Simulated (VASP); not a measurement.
CsI:

```xyz
2
Lattice="4.6081 0.0000 0.0000 0.0000 4.6081 0.0000 0.0000 0.0000 4.6081" Properties=species:S:1:pos:R:3 pbc="T T T"
Cs    0.0000    0.0000    0.0000
I     2.3040    2.3040    2.3040
```

Base run:

```yaml
Program: VASP 6.6.1
Functional: PBE-based screened hybrid
Potentials_or_basis: VASP PAW PBE potentials, release 64 (Cs_sv, I)
Cutoff: 400 eV
k_mesh: 4 × 4 × 4
Occupations: gaussian, width 0.01 eV
Spin: no spin polarisation
```

Its results: band gap on the k mesh 6.21 eV, indirect (least direct gap 6.31 eV); pressure -0.3 GPa.

Q: After a change of settings the same cell gave: band gap on the k mesh 4.50 eV, indirect (least direct gap 4.59 eV); pressure 0.1 GPa. Which change was it?
A. functional from PBE-based screened hybrid to PBE; cutoff from 400 eV to 500 eV; k mesh from 4 × 4 × 4 to 4 × 4 × 4, shifted
B. functional from PBE-based screened hybrid to r2SCAN; cutoff from 400 eV to 550 eV
C. share of exact exchange from 0.75 to 0.2; screening parameter from 0.3 1/Å to 0.1 1/Å
D. functional from PBE-based screened hybrid to PBE; cutoff from 400 eV to 500 eV; occupations from gaussian, width 0.01 eV to methfessel-paxton, width 0.05 eV

A: B.

Caveats: the PAW data sets were made with another functional, which shifts forces and pressure a little; spin-orbit coupling is left out, which moves the levels of the heavy elements.
